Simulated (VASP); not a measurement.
Here is a VASP 6.6.1 calculation.

Contents of INCAR:

```
ALGO = Normal ; EDIFF = 1E-6
ENCUT = 520 ; GGA = PE
ISIF = 2 ; ISMEAR = 0
LASPH = T ; LCHARG = F
LREAL = F ; LWAVE = F
NBANDS = 32 ; NELM = 100
PREC = Accurate ; SIGMA = 0.1
```

KPOINTS

```
k-points
0
Gamma
  6 6 4
```

Contents of POSCAR:

```
HfW
1.0
    1.6322232599     -5.7879988419      0.0000000000
    1.6322232599      5.7879988419      0.0000000000
    0.0000000000      0.0000000000      4.1546987376
Hf W
2 2
Direct
    0.3334714475      0.6665285525      0.7500000000
    0.6665285525      0.3334714475      0.2500000000
    0.0649147089      0.9350852911      0.7500000000
    0.9350852911      0.0649147089      0.2500000000
```

Potentials or basis: VASP PAW PBE potentials, release 64 (Hf_pv, W_sv).

Run with:

```console
$ cat potpaw_PBE.64/Hf_pv/POTCAR potpaw_PBE.64/W_sv/POTCAR > POTCAR
$ mpirun -np 1 vasp_std > vasp.out
```

(1) What does it give for the largest force?

(2) What does it give for the pressure?

(3) Estimate the band gap on the k mesh.

Results:

(1) 0.063 eV/Å.

(2) -0.1 GPa.

(3) zero (bands 24 and 25 overlap by 0.68 eV).

Caveat: the k points lie up to 0.38 Å⁻¹ apart, too coarse for converged energies and pressures of a metal; spin-orbit coupling is left out, which moves the levels of the heavy elements.
